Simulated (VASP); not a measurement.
# Na (Im-3m) in VASP: notebook, part 2 of 2

VASP 6.6.1. The steps go on from the part before.

## (3) Single point, LDA

The input, INCAR:

```
ALGO = Normal
EDIFF = 1E-7
ENCUT = 520
GGA = CA
ISIF = 2
ISMEAR = -1
LASPH = True
LCHARG = True
LELF = True
LREAL = False
LVHAR = True
LWAVE = False
NBANDS = 10
NELM = 60
PREC = Accurate
SIGMA = 0.1
```

The input, KPOINTS:

```
k-points
0
Gamma
  11 11 11
```

The input, POSCAR:

```
Na
1.0
   -2.0287155323      2.0287155323      2.0287155323
    2.0287155323     -2.0287155323      2.0287155323
    2.0287155323      2.0287155323     -2.0287155323
Na
1
Direct
    0.0000000000      0.0000000000      0.0000000000
```

Potentials or basis: VASP PAW LDA potentials, release 64 (Na_pv).

Command:

```console
cat potpaw_LDA.64/Na_pv/POTCAR > POTCAR
mpirun -np 1 vasp_std > vasp.out
```

OUTCAR:

```text
EDIFF = 1E-7
   ENCUT = 520
   GGA = CA
   ISIF = 2
   ISMEAR = -1
   LASPH = True
   LREAL = False
   NELM = 60
   PREC = Accurate

 ion  position               nearest neighbor table
   1  0.000  0.000  0.000-

  LATTYP: Found a body centered cubic cell.
 ALAT       =     4.0574310646

  Lattice vectors:

 A1 = (  -2.0287155323,   2.0287155323,   2.0287155323)
 A2 = (   2.0287155323,  -2.0287155323,   2.0287155323)
 A3 = (   2.0287155323,   2.0287155323,  -2.0287155323)

Analysis of symmetry for initial positions (statically):
=====================================================================
 Subroutine PRICEL returns:
 Original cell was already a primitive cell.

 Routine SETGRP: Setting up the symmetry group for a
 body centered cubic supercell.

 Subroutine GETGRP returns: Found 48 space group operations
 (whereof 48 operations were pure point group operations)
 out of a pool of 48 trial point group operations.

The static configuration has the point symmetry O_h .

Analysis of symmetry for dynamics (positions and initial velocities):
[... 157 lines left out ...]
 E-fermi :   0.4948     XC(G=0):  -7.0275

 val. band max:        0.4328509372   @ k =  -0.3636   0.4545   0.0909
 cond. band min:       0.5772166186   @ k =   0.1818   0.1818   0.1818
 fundamental gap:      0.1443656814
 Fermi energy:         0.4948239199

 k-point     1 :       0.0000    0.0000    0.0000
  band No.  band energies     occupation
      1     -24.3994      2.00000
      2     -24.3994      2.00000
      3     -24.3994      2.00000
      4      -3.0430      2.00000
      5      12.7855      0.00000
      6      12.7855      0.00000
      7      12.7855      0.00000
      8      13.9580      0.00000
      9      13.9580      0.00000
     10      14.6647      0.00000
[... 287 lines left out ...]
 k-point    24 :       0.3636    0.1818    0.0909
  band No.  band energies     occupation
      1     -24.4422      2.00000
      2     -24.4228      2.00000
      3     -24.4074      2.00000
      4       1.9167      0.00000
      5       2.4409      0.00000
      6       5.3422      0.00000
      7       7.3510      0.00000
      8      14.5968      0.00000
      9      16.0244      0.00000
     10      17.1958      0.00000

 [... further k-points ...]
[... 5 lines left out ...]
  --------------------------------------------------------------------------------------
  -------------------------------------------------------------------------------------
  Total       -0.0080284     -0.0080284     -0.0080284     -0.0000000     -0.0000000      0.0000000
  in kB       -0.3851392     -0.3851392     -0.3851392     -0.0000000     -0.0000000      0.0000000
  external PRESSURE =      -0.3851392 kB  Pullay stress =       0.0000000 kB

 VOLUME and BASIS-vectors are now :
 -----------------------------------------------------------------------------
  energy-cutoff  :      520.00
  volume of cell :       33.40
      direct lattice vectors                 reciprocal lattice vectors
    -2.028715532  2.028715532  2.028715532     0.000000000  0.246461365  0.246461365
     2.028715532 -2.028715532  2.028715532     0.246461365  0.000000000  0.246461365
     2.028715532  2.028715532 -2.028715532     0.246461365  0.246461365  0.000000000

 POSITION                                       TOTAL-FORCE (eV/Angst)
 -----------------------------------------------------------------------------------
      0.00000      0.00000      0.00000         0.000000      0.000000     -0.000000
 -----------------------------------------------------------------------------------
    total drift:                               -0.000000     -0.000000     -0.000000

  FREE ENERGIE OF THE ION-ELECTRON SYSTEM (eV)
  ---------------------------------------------------
  free  energy   TOTEN  =        -1.4633351778 eV

  energy  without entropy=       -1.4504397979  energy(sigma->0) =       -1.45688749
```

Wall time 18 s (1 thread of Intel Xeon Platinum 8259CL at 2.50GHz (Skylake/Cascade Lake), shared host); peak memory 0.13 GiB.

What came out:

```
Free energy : -1.4633 eV
Pressure    : 0.0 GPa
```

## (4) Single point, LDA

The input, INCAR:

```
SYSTEM = Na
  PREC = Accurate
  ENCUT = 520
  EDIFF = 1E-6
  ISMEAR = -1
  SIGMA = 0.1
  LREAL = .False.
  LASPH = .True.
  NELM = 80
  ALGO = Normal
  ISIF = 2
  LWAVE = .False.
  LCHARG = .False.
  NBANDS = 10
```

The input, KPOINTS:

```
Automatic mesh
0
Gamma
  11 11 11
  0 0 0
```

POSCAR is that of step 3.

Command:

```console
cat potpaw_LDA.64/Na_pv/POTCAR > POTCAR
mpirun -np 1 vasp_std > vasp.out
```

It took 16 s on 1 thread of Intel Xeon Platinum 8259CL at 2.50GHz (Skylake/Cascade Lake), shared host; peak memory 0.14 GiB.

The run converged. Its results:

```
Free energy : -1.4633 eV
Pressure    : -0.1 GPa
```

Levels at points of the mesh, in eV from the Fermi level:
| k point | band 1 | band 2 | band 3 | band 4 | band 5 | band 6 |
| --- | --- | --- | --- | --- | --- | --- |
| (0.00, 0.00, 0.00) | -24.89 | -24.89 | -24.89 | -3.54 | 12.29 | 12.29 |

## (5) Single point, LDA

The input, INCAR:

```
SYSTEM = Na
ALGO = Normal
EDIFF = 1E-7
ENCUT = 520
GGA = CA
ISIF = 2
ISMEAR = -1
LASPH = .True.
LCHARG = .False.
LREAL = .False.
LWAVE = .False.
NBANDS = 10
NELM = 60
PREC = Accurate
SIGMA = 0.01
```

The input, KPOINTS:

```
k-points
0
Gamma
  11 11 11
  0 0 0
```

POSCAR is that of step 4.

Command:

```console
cat potpaw_LDA.64/Na_pv/POTCAR > POTCAR
mpirun -np 1 vasp_std > vasp.out
```

It took 18 s on 1 thread of Intel Xeon Platinum 8259CL at 2.50GHz (Skylake/Cascade Lake), shared host; peak memory 0.14 GiB.

Results (log left out):

| Property | Result |
| --- | --- |
| Free energy | -1.4571 eV |
| Pressure | -0.1 GPa |

Levels at points of the mesh, in eV from the Fermi level:
```
           k point  band 1  band 2  band 3  band 4  band 5  band 6  band 7  band 8
(0.00, 0.00, 0.00)  -24.85  -24.85  -24.85   -3.49   12.34   12.34   12.34   13.51
```

## (6) Single point, LDA

The input, INCAR:

```
  ALGO = Normal
  EDIFF = 1E-6
  ENCUT = 520
  ISIF = 2
  ISMEAR = -1
  LASPH = True
  LCHARG = False
  LREAL = False
  LWAVE = False
  NBANDS = 10
  NELM = 80
  PREC = Accurate
  SIGMA = 0.03
```

The input, KPOINTS:

```
k-points
0
Gamma
  11 11 11
```

POSCAR is that of step 5.

Potentials or basis: VASP PAW LDA potentials, release 64 (Na_pv).

Command:

```console
cat potpaw_LDA.64/Na_pv/POTCAR > POTCAR
mpirun -np 1 vasp_std > vasp.out
```

OUTCAR:

```text
EDIFF = 1E-6
   ENCUT = 520
   ISIF = 2
   ISMEAR = -1
   LASPH = True
   LREAL = False
   NELM = 80
   PREC = Accurate

 ion  position               nearest neighbor table
   1  0.000  0.000  0.000-

  LATTYP: Found a body centered cubic cell.
 ALAT       =     4.0574310646

  Lattice vectors:

 A1 = (  -2.0287155323,   2.0287155323,   2.0287155323)
 A2 = (   2.0287155323,  -2.0287155323,   2.0287155323)
 A3 = (   2.0287155323,   2.0287155323,  -2.0287155323)

[... 479 lines left out ...]
  band No.  band energies     occupation
      1     -24.4423      2.00000
      2     -24.4229      2.00000
      3     -24.4074      2.00000
      4       1.9167      0.00000
      5       2.4409      0.00000
      6       5.3422      0.00000
      7       7.3509      0.00000
      8      14.5968      0.00000
      9      16.0243      0.00000
     10      17.1957      0.00000

 [... further k-points ...]
[... 5 lines left out ...]
  --------------------------------------------------------------------------------------
  -------------------------------------------------------------------------------------
  Total       -0.0155533     -0.0155533     -0.0155533      0.0000000      0.0000000     -0.0000000
  in kB       -0.7461204     -0.7461204     -0.7461204      0.0000000      0.0000000     -0.0000000
  external PRESSURE =      -0.7461204 kB  Pullay stress =       0.0000000 kB

 VOLUME and BASIS-vectors are now :
 -----------------------------------------------------------------------------
  energy-cutoff  :      520.00
  volume of cell :       33.40
      direct lattice vectors                 reciprocal lattice vectors
    -2.028715532  2.028715532  2.028715532     0.000000000  0.246461365  0.246461365
     2.028715532 -2.028715532  2.028715532     0.246461365  0.000000000  0.246461365
     2.028715532  2.028715532 -2.028715532     0.246461365  0.246461365  0.000000000

 POSITION                                       TOTAL-FORCE (eV/Angst)
 -----------------------------------------------------------------------------------
      0.00000      0.00000      0.00000         0.000000      0.000000      0.000000
 -----------------------------------------------------------------------------------
    total drift:                               -0.000000     -0.000000     -0.000000

  FREE ENERGIE OF THE ION-ELECTRON SYSTEM (eV)
  ---------------------------------------------------
  free  energy   TOTEN  =        -1.4578766218 eV

  energy  without entropy=       -1.4567109083  energy(sigma->0) =       -1.45729377
```

OSZICAR:

```text
N       E                     dE             d eps       ncg     rms          rms(c)
DAV:   1     0.275993572205E+02    0.27599E+02   -0.37652E+03  1120   0.584E+02
DAV:   2    -0.895199283613E+00   -0.28495E+02   -0.28229E+02  1136   0.146E+02
DAV:   3    -0.145623481021E+01   -0.56104E+00   -0.56070E+00  1398   0.228E+01
DAV:   4    -0.146000490898E+01   -0.37701E-02   -0.37698E-02  1288   0.183E+00
DAV:   5    -0.146005533660E+01   -0.50428E-04   -0.50427E-04  1348   0.207E-01    0.208E-01
DAV:   6    -0.145867411460E+01    0.13812E-02   -0.82239E-04  1324   0.377E-01    0.135E-01
DAV:   7    -0.145789151085E+01    0.78260E-03   -0.11729E-03  1272   0.377E-01    0.220E-02
DAV:   8    -0.145787634083E+01    0.15170E-04   -0.91028E-05  1336   0.156E-01    0.255E-03
DAV:   9    -0.145787662176E+01   -0.28093E-06   -0.37681E-07   870   0.675E-03
   1 F= -.14578766E+01 E0= -.14572938E+01  d E =-.116571E-02
```

Wall time 16 s (1 thread of Intel Xeon Platinum 8259CL at 2.50GHz (Skylake/Cascade Lake), shared host); peak memory 0.14 GiB.

Results:

```yaml
Free_energy: -1.4579 eV
Pressure: -0.1 GPa
```

## (7) Overview

```tsv
smearing	gap on the mesh (eV)	pressure (GPa)
fermi-dirac 0.1 eV	none	-0.1
fermi-dirac 0.01 eV	none	-0.1
fermi-dirac 0.03 eV	none	-0.1
```

Alike in all rows: task single point; level LDA; potentials or basis VASP PAW LDA potentials, release 64 (Na_pv); no spin polarisation; cell as given; k mesh 11 × 11 × 11; cutoff (eV) 520.

Every run on the cell as given and a fine mesh finds a metal.

Absolute energies hang on the potentials; compare differences alone.
